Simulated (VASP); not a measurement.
Write the native input for VASP 6.6.1 that does the following.

```yaml
Task: single point
Functional: PBE
Potentials_or_basis: VASP PAW PBE potentials, release 64 (Li_sv, Nb_sv, O)
Cutoff: 520 eV
k_mesh: 6 × 6 × 6
Occupations: fermi-dirac, width 0.02 eV
Spin: no spin polarisation
Dipole_correction: no
Further_INCAR_settings: ALGO = Normal; EDIFF = 1e-07; NBANDS = 45
```

The structure of LiNbO3 lies in POSCAR:

```
LiNbO3
1.0
    2.5922312680      1.4966254204      4.5630037653
   -2.5922312680      1.4966254204      4.5630037653
    0.0000000000     -2.9932508408      4.5630037653
Li Nb O
2 2 6
Direct
    0.2500000000      0.2500000000      0.2500000000
    0.7500000000      0.7500000000      0.7500000000
    0.5000000000      0.5000000000      0.5000000000
    0.0000000000      0.0000000000      0.0000000000
    0.1284580543      0.3715419457      0.7500000000
    0.3715419457      0.7500000000      0.1284580543
    0.8715419457      0.6284580543      0.2500000000
    0.2500000000      0.8715419457      0.6284580543
    0.6284580543      0.2500000000      0.8715419457
    0.7500000000      0.1284580543      0.3715419457
```

These files were run (other wordings do the same):

INCAR

```
SYSTEM = LiNbO3
PREC = Accurate
ENCUT = 520
EDIFF = 1E-7
ISMEAR = -1
SIGMA = 0.02
LREAL = .FALSE.
LASPH = .TRUE.
NELM = 60
ALGO = Normal
ISIF = 2
LWAVE = .FALSE.
LCHARG = .FALSE.
GGA = PE
NBANDS = 45
```

KPOINTS

```
regular mesh
0
G
  6 6 6
  0 0 0
```

Potentials or basis: VASP PAW PBE potentials, release 64 (Li_sv, Nb_sv, O).

Launch:

```console
$ cat potpaw_PBE.64/Li_sv/POTCAR potpaw_PBE.64/Nb_sv/POTCAR potpaw_PBE.64/O/POTCAR > POTCAR
$ mpirun -np 1 vasp_std > vasp.out
```

Results of the run:

```json
{"Largest force": "0.065 eV/Å", "Band gap on the k mesh": "2.57 eV (least direct gap 2.67 eV)"}
```

Wall time 4.5 min on 1 thread of AMD EPYC 7R43 64-Core Processor (Zen 3) (shared host), peak memory 0.28 GiB.
